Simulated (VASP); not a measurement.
Write the native input for VASP 6.6.1 that does the following.

```
Task                   : single point
Functional             : PBEsol
Dispersion             : D3(BJ)
Potentials or basis    : VASP PAW PBE potentials, release 64 (Se)
Cutoff                 : 520 eV
k mesh                 : 12 × 12 × 8
Occupations            : gaussian, width 0.03 eV
Spin                   : no spin polarisation
Dipole correction      : no
Further INCAR settings : ALGO = Normal; EDIFF = 1e-07; NBANDS = 16
```

The structure of Se lies in POSCAR:

```
Se
1.0
    3.9758927057      0.0000000000      0.0000000000
   -1.9879463528      3.4432240858      0.0000000000
    0.0000000000      0.0000000000      4.9086371344
Se
3
Direct
    0.2181741568      0.0000000000      0.3333333333
    0.0000000000      0.2181741568      0.6666666667
    0.7818258432      0.7818258432      0.0000000000
```

This cell differs from its parent crystal: atoms shifted along a free coordinate, c/a of the conventional cell at fixed volume 1.2346.

The input as run:

INCAR

```
SYSTEM = Se
  PREC = Accurate
  ENCUT = 520
  EDIFF = 1E-7
  ISMEAR = 0
  SIGMA = 0.03
  LREAL = .FALSE.
  LASPH = .TRUE.
  NELM = 80
  ALGO = Normal
  ISIF = 2
  LWAVE = .FALSE.
  LCHARG = .FALSE.
  GGA = PS
  IVDW = 12
  NBANDS = 16
```

KPOINTS

```
regular mesh
0
G
  12 12 8
  0 0 0
```

Potentials or basis: VASP PAW PBE potentials, release 64 (Se).

Launch:

```sh
$ cat potpaw_PBE.64/Se/POTCAR > POTCAR
$ mpirun -np 1 vasp_std > vasp.out
```

It gave:

| Property | Result |
| --- | --- |
| Pressure | 14.8 GPa |
| Largest force | 3.232 eV/Å |
| Band gap on the k mesh | 0.32 eV (least direct gap 0.46 eV) |
| Dispersion energy per atom | -0.337 eV |

Caveat: the stress differs along the axes, from 11 to 22 GPa; semilocal functionals underestimate gaps, and a narrow one can read as zero; the PAW data sets were made with another functional, which shifts forces and pressure a little.

Run time: 2.5 min on 1 thread of Oxide Virtual Turin-like Processor, with other jobs on the host, peak memory 0.23 GiB.
